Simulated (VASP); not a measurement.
# SrTiO3 (Pm-3m) in VASP: single point with PBE

Aim: the single point of SrTiO3 with PBE.

Program: VASP 6.6.1. These are calculated values, not measurements. Logs are shortened: lines on timing, memory, paths and dates and some standing lists are left out, and cuts for length are marked.

## Step 1: The cell of the first run

Symmetry: Pm-3m, No. 221, cubic system. The conventional cell has a = 3.905 Å, b = 3.905 Å, c = 3.905 Å, α = 90.00°, β = 90.00°, γ = 90.00°. Sr (site symmetry m-3m) has 12 O at 2.76 Å and 8 Ti at 3.38 Å within 3.6 Å. Ti (site symmetry m-3m) has 6 O at 1.95 Å within 2.6 Å. O (site symmetry 4/mmm) has 2 Ti at 1.95 Å within 2.6 Å.

## Step 2: Single point, PBE

INCAR reads:

```
PREC = Accurate
ENCUT = 520
EDIFF = 1E-7
ISMEAR = 0
SIGMA = 0.05
LREAL = F
LASPH = T
NELM = 100
ALGO = Normal
ISIF = 2
LWAVE = F
LCHARG = T
GGA = PE
LELF = T
LVHAR = T
NBANDS = 28
```

KPOINTS reads:

```
regular mesh
0
Gamma
  8 8 8
```

POSCAR reads:

```
SrTiO3
1.0
    3.9052800000      0.0000000000      0.0000000000
    0.0000000000      3.9052800000      0.0000000000
    0.0000000000      0.0000000000      3.9052800000
Sr Ti O
1 1 3
Direct
    0.5000000000      0.5000000000      0.5000000000
    0.0000000000      0.0000000000      0.0000000000
    0.5000000000      0.0000000000      0.0000000000
    0.0000000000      0.5000000000      0.0000000000
    0.0000000000      0.0000000000      0.5000000000
```

Potentials or basis: VASP PAW PBE potentials, release 64 (Sr_sv, Ti_sv, O).

Run with:

```console
cat potpaw_PBE.64/Sr_sv/POTCAR potpaw_PBE.64/Ti_sv/POTCAR potpaw_PBE.64/O/POTCAR > POTCAR
mpirun -np 1 vasp_std > vasp.out
```

OUTCAR:

```text
PREC = Accurate
   ENCUT = 520
   EDIFF = 1E-7
   ISMEAR = 0
   LREAL = F
   LASPH = T
   NELM = 100
   ISIF = 2
   GGA = PE

 ion  position               nearest neighbor table
   1  0.500  0.500  0.500-   3 2.76   4 2.76   5 2.76   3 2.76   4 2.76   3 2.76   5 2.76   3 2.76
                             4 2.76   5 2.76   4 2.76   5 2.76   2 3.38   2 3.38   2 3.38   2 3.38
   2  0.000  0.000  0.000-   3 1.95   4 1.95   5 1.95   5 1.95   4 1.95   3 1.95   1 3.38   1 3.38
                             1 3.38   1 3.38   1 3.38   1 3.38   1 3.38   1 3.38
   3  0.500  0.000  0.000-   2 1.95   2 1.95   1 2.76   1 2.76   1 2.76   1 2.76
   4  0.000  0.500  0.000-   2 1.95   2 1.95   1 2.76   1 2.76   1 2.76   1 2.76
   5  0.000  0.000  0.500-   2 1.95   2 1.95   1 2.76   1 2.76   1 2.76   1 2.76

  LATTYP: Found a simple cubic cell.
 ALAT       =     3.9052800000

  Lattice vectors:

 A1 = (   3.9052800000,   0.0000000000,   0.0000000000)
 A2 = (   0.0000000000,   3.9052800000,   0.0000000000)
 A3 = (   0.0000000000,   0.0000000000,   3.9052800000)

Analysis of symmetry for initial positions (statically):
=====================================================================
 Subroutine PRICEL returns:
 Original cell was already a primitive cell.

 Routine SETGRP: Setting up the symmetry group for a
 simple cubic supercell.

 Subroutine GETGRP returns: Found 48 space group operations
 (whereof 48 operations were pure point group operations)
 out of a pool of 48 trial point group operations.

The static configuration has the point symmetry O_h .

Analysis of symmetry for dynamics (positions and initial velocities):
=====================================================================
 Subroutine PRICEL returns:
 Original cell was already a primitive cell.

 Routine SETGRP: Setting up the symmetry group for a
 simple cubic supercell.

 Subroutine GETGRP returns: Found 48 space group operations
 (whereof 48 operations were pure point group operations)
 out of a pool of 48 trial point group operations.

The dynamic configuration has the point symmetry O_h .

 Subroutine INISYM returns: Found 48 space group operations
 (whereof 48 operations are pure point group operations),
 and found     1 'primitive' translations

----------------------------------------------------------------------------------------

                                     Primitive cell

  volume of cell :      59.5603

  direct lattice vectors                    reciprocal lattice vectors
     3.905280000  0.000000000  0.000000000     0.256063586  0.000000000  0.000000000
     0.000000000  3.905280000  0.000000000     0.000000000  0.256063586  0.000000000
     0.000000000  0.000000000  3.905280000     0.000000000  0.000000000  0.256063586

  length of vectors
     3.905280000  3.905280000  3.905280000     0.256063586  0.256063586  0.256063586

  position of ions in fractional coordinates (direct lattice)
     0.500000000  0.500000000  0.500000000
     0.000000000  0.000000000  0.000000000
     0.500000000  0.000000000  0.000000000
     0.000000000  0.500000000  0.000000000
     0.000000000  0.000000000  0.500000000

  ion indices of the primitive-cell ions
   primitive index   ion index
                 1           1
                 2           2
                 3           3
                 4           4
                 5           5

----------------------------------------------------------------------------------------

 KPOINTS: regular mesh

Automatic generation of k-mesh.
 Grid dimensions read from file:
 generate k-points for:    8    8    8

 Generating k-lattice:

  Cartesian coordinates                     Fractional coordinates (reciprocal lattice)
     0.032007948  0.000000000  0.000000000     0.125000000  0.000000000  0.000000000
     0.000000000  0.032007948  0.000000000     0.000000000  0.125000000  0.000000000
     0.000000000  0.000000000  0.032007948     0.000000000  0.000000000  0.125000000

  Length of vectors
     0.032007948  0.032007948  0.032007948

  Shift w.r.t. Gamma in fractional coordinates (k-lattice)
     0.000000000  0.000000000  0.000000000

 Subroutine IBZKPT returns following result:
 ===========================================

 Found     35 irreducible k-points:

 Following reciprocal coordinates:
            Coordinates               Weight
  0.000000  0.000000  0.000000      1.000000
  0.125000  0.000000  0.000000      6.000000
  0.250000  0.000000  0.000000      6.000000
  0.375000  0.000000  0.000000      6.000000
  0.500000  0.000000  0.000000      3.000000
  0.125000  0.125000  0.000000     12.000000
[... 16 lines left out ...]
  0.375000  0.375000  0.125000     24.000000
  0.500000  0.375000  0.125000     24.000000
 [... further k-points ...]
   k-points           NKPTS =     35   k-points in BZ     NKDIM =     35   number of bands    NBANDS=     28
   number of dos      NEDOS =    301   number of ions     NIONS =      5
   total plane-waves  NPLWV =  27000
   dimension x,y,z NGX =    30 NGY =   30 NGZ =   30
   dimension x,y,z NGXF=    60 NGYF=   60 NGZF=   60
   ions per type =               1   1   3
   NGX,Y,Z   is equivalent  to a cutoff of  12.77, 12.77, 12.77 a.u.
   NGXF,Y,Z  is equivalent  to a cutoff of  25.54, 25.54, 25.54 a.u.
 SYSTEM =  unknown system
   PREC   = accura    normal or accurate (medium, high low for compatibility)
   ISTART =      0    job   : 0-new  1-cont  2-samecut
   ICHARG =      2    charge: 1-file 2-atom 10-const
   ISPIN  =      1    spin polarized calculation?
   LNONCOLLINEAR =      F non collinear calculations
   LSORBIT =      F    spin-orbit coupling
   LASPH  =      T    aspherical Exc in radial PAW
   ENCUT  =  520.0 eV  38.22 Ry    6.18 a.u.   7.26  7.26  7.26*2*pi/ulx,y,z
   NELM   =    100;   NELMIN=  2; NELMDL= -5     # of ELM steps
   EDIFF  = 0.1E-06   stopping-criterion for ELM
   LREAL  =      F    real-space projection
   EDIFFG = 0.1E-05   stopping-criterion for IOM
   NSW    =      0    number of steps for IOM
   IBRION =     -1    ionic relax: 0-MD 1-quasi-New 2-CG
   NFREE  =      0    steps in history (QN), initial steepest desc. (CG)
   ISIF   =      2    stress and relaxation
   ISYM   =      2    0-nonsym 1-usesym 2-fastsym
   POTIM  = 0.5000    time-step for ionic-motion
   TEBEG  =    0.0;   TEEND  =   0.0 temperature during run
   PSTRESS=    0.0 pullay stress
   NELECT =      40.0000    total number of electrons
   NUPDOWN=      -1.0000    fix difference up-down
   EMIN   =  10.00;   EMAX   =-10.00  energy-range for DOS
   EFERMI =   0.00;   METHOD = LEGACY
   ISMEAR =     0;   SIGMA  =   0.05  broadening in eV -4-tet -1-fermi 0-gaus
   EFERMI_NEDOS =   21; number of points for ismear=-14 and -15
   IALGO  =     38    algorithm
   IMIX   =      4    mixing-type and parameters
     AMIX     =   0.40;   BMIX     =  1.00
     AMIX_MAG =   1.60;   BMIX_MAG =  1.00
  volume/ion in A,a.u.               =      11.91        80.39
  Fermi-wavevector in a.u.,A,eV,Ry     =   1.433648  2.709203 27.964703  2.055348
  Thomas-Fermi vector in A             =   2.553143
   LORBIT       =      0    0 simple, 1 ext, 2 COOP (PROOUT), +10 PAW based schemes
   GGA     = PE    functional components
   LHFCALC =     F    Hartree Fock is set to
   AEXX    =    0.0000 exact exchange contribution
   IVDW    =     0    specifies the selected vdW correction
   LEPSILON=     F    determine dielectric tensor
   LRPA    =     F    only Hartree local field effects (RPA)
 non-spin polarized calculation
 Gauss-broadening in eV      SIGMA  =   0.05
  energy-cutoff  :      520.00
  volume of cell :       59.56
 maximum number of plane-waves:      1628
 NGX is ok and might be reduce to    30
   NGX = 15   NGY = 15   NGZ = 15

 number of electron      40.0000005 magnetization

 Free energy of the ion-electron system (eV)
  ---------------------------------------------------
  ext. energy  EPLUGINS =         0.00000000
  ---------------------------------------------------
  free energy    TOTEN  =       -40.07707819 eV

  energy without entropy =      -40.07707819  energy(sigma->0) =      -40.07707819

 E-fermi :   4.4579     XC(G=0): -11.2698

 val. band max:        4.1635228470   @ k =   0.5000   0.5000   0.5000
 cond. band min:       6.0194731110   @ k =   0.0000   0.0000   0.0000
 fundamental gap:      1.8559502640
 Fermi energy:         4.4579129857

 k-point     1 :       0.0000    0.0000    0.0000
  band No.  band energies     occupation
      1     -52.3014      2.00000
      2     -28.6271      2.00000
      3     -28.5475      2.00000
      4     -28.5475      2.00000
      5     -28.5475      2.00000
      6     -13.2641      2.00000
[... 20 lines left out ...]
     27       9.5658      0.00000
     28      10.3735      0.00000

 k-point     2 :       0.1250    0.0000    0.0000
  band No.  band energies     occupation
      1     -52.3012      2.00000
      2     -28.6453      2.00000
      3     -28.5471      2.00000
      4     -28.5471      2.00000
      5     -28.5363      2.00000
      6     -13.2703      2.00000
[... 20 lines left out ...]
     27       9.8421      0.00000
     28      10.7454      0.00000

 k-point     3 :       0.2500    0.0000    0.0000
  band No.  band energies     occupation
      1     -52.3006      2.00000
      2     -28.6811      2.00000
      3     -28.5461      2.00000
      4     -28.5461      2.00000
      5     -28.5172      2.00000
      6     -13.3349      2.00000
[... 20 lines left out ...]
     27      10.5055      0.00000
     28      11.7595      0.00000

 k-point     4 :       0.3750    0.0000    0.0000
  band No.  band energies     occupation
      1     -52.3001      2.00000
      2     -28.7121      2.00000
      3     -28.5451      2.00000
      4     -28.5451      2.00000
      5     -28.5027      2.00000
      6     -13.4401      2.00000
[... 20 lines left out ...]
     27      11.2469      0.00000
     28      12.2348      0.00000

 k-point     5 :       0.5000    0.0000    0.0000
  band No.  band energies     occupation
      1     -52.2999      2.00000
      2     -28.7242      2.00000
      3     -28.5447      2.00000
      4     -28.5447      2.00000
      5     -28.4974      2.00000
      6     -13.4889      2.00000
[... 20 lines left out ...]
     27      11.5860      0.00000
     28      12.1816      0.00000

 k-point     6 :       0.1250    0.1250    0.0000
  band No.  band energies     occupation
      1     -52.3009      2.00000
      2     -28.6539      2.00000
      3     -28.5577      2.00000
      4     -28.5467      2.00000
      5     -28.5238      2.00000
      6     -13.2590      2.00000
[... 463 lines left out ...]
      5     -28.5213      2.00000
      6     -13.0786      2.00000
[... 20 lines left out ...]
     27      12.0867      0.00000
     28      12.4380      0.00000

 k-point    22 :       0.5000    0.2500    0.1250
  band No.  band energies     occupation
      1     -52.2989      2.00000
      2     -28.6793      2.00000
      3     -28.5803      2.00000
      4     -28.5538      2.00000
      5     -28.5289      2.00000
      6     -13.0807      2.00000
[... 20 lines left out ...]
     27      12.2995      0.00000
     28      12.5763      0.00000

 k-point    23 :       0.3750    0.3750    0.1250
  band No.  band energies     occupation
      1     -52.2985      2.00000
      2     -28.6501      2.00000
      3     -28.6060      2.00000
      4     -28.5550      2.00000
      5     -28.5413      2.00000
      6     -12.8572      2.00000
[... 20 lines left out ...]
     27      12.3610      0.00000
     28      12.8039      0.00000

 k-point    24 :       0.5000    0.3750    0.1250
  band No.  band energies     occupation
      1     -52.2983      2.00000
      2     -28.6436      2.00000
      3     -28.6056      2.00000
      4     -28.5573      2.00000
      5     -28.5528      2.00000
      6     -12.7685      2.00000
[... 20 lines left out ...]
     27      12.4015      0.00000
     28      12.9108      0.00000

 [... further k-points ...]

------------------------ aborting loop because EDIFF is reached ----------------------------------------

  FORCE on cell =-STRESS in cart. coord.  units (eV):
  Direction    XX          YY          ZZ          XY          YZ          ZX
  --------------------------------------------------------------------------------------
  -------------------------------------------------------------------------------------
  Total        1.8343438      1.8343438      1.8343438     -0.0000000     -0.0000000      0.0000000
  in kB       49.3440498     49.3440498     49.3440498     -0.0000000     -0.0000000      0.0000000
  external PRESSURE =      49.3440498 kB  Pullay stress =       0.0000000 kB

 VOLUME and BASIS-vectors are now :
 -----------------------------------------------------------------------------
  energy-cutoff  :      520.00
  volume of cell :       59.56
      direct lattice vectors                 reciprocal lattice vectors
     3.905280000  0.000000000  0.000000000     0.256063586  0.000000000  0.000000000
     0.000000000  3.905280000  0.000000000     0.000000000  0.256063586  0.000000000
     0.000000000  0.000000000  3.905280000     0.000000000  0.000000000  0.256063586

 POSITION                                       TOTAL-FORCE (eV/Angst)
 -----------------------------------------------------------------------------------
      1.95264      1.95264      1.95264         0.000000      0.000000      0.000000
      0.00000      0.00000      0.00000         0.000000      0.000000      0.000000
      1.95264      0.00000      0.00000         0.000000      0.000000      0.000000
      0.00000      1.95264      0.00000         0.000000      0.000000      0.000000
      0.00000      0.00000      1.95264         0.000000      0.000000      0.000000
 -----------------------------------------------------------------------------------
    total drift:                                0.000000     -0.000000      0.000000

  FREE ENERGIE OF THE ION-ELECTRON SYSTEM (eV)
  ---------------------------------------------------
  free  energy   TOTEN  =       -40.0770781901 eV

  energy  without entropy=      -40.0770781901  energy(sigma->0) =      -40.07707819
```

Wall time 29 s (1 thread of Intel Xeon 6975P-C (Granite Rapids), shared host); peak memory 0.2 GiB.

Results:

```
Free energy            : -40.0771 eV
Pressure               : 4.9 GPa
Band gap on the k mesh : 1.86 eV, indirect (least direct gap 2.21 eV)
```
